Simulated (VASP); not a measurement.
PtSe:

```xyz
2
Lattice="0.0000 2.7984 2.7984 2.7984 0.0000 2.7984 2.7984 2.7984 0.0000" Properties=species:S:1:pos:R:3 pbc="T T T"
Pt    2.7984    2.7984    2.7984
Se    0.0000    0.0000    0.0000
```

Base run:

* Program: VASP 6.6.1
* Functional: PBE
* Dispersion: D3(BJ)
* Potentials or basis: VASP PAW PBE potentials, release 64 (Pt, Se)
* Cutoff: 520 eV
* k mesh: 8 × 8 × 8
* Occupations: fermi-dirac, width 0.05 eV
* Spin: no spin polarisation

Its results: band gap on the k mesh zero (band 8 reaches 7.40 eV, above the bottom of band 9 at 3.94 eV); pressure -18.0 GPa.

The run is repeated on the same cell with these changes: dispersion from D3(BJ) to none. What comes out?

Band gap on the k mesh zero (band 8 reaches 7.40 eV, above the bottom of band 9 at 3.94 eV); pressure -14.6 GPa.

Dispersion adds attraction, which lowers the pressure at fixed volume and, as a term added to the energy, leaves the levels alone.

Caveats: spin-orbit coupling is left out, which moves the levels of the heavy elements; three body term missing (some runs); pairwise dispersion overbinds metals, which lowers pressure and volume (some runs).
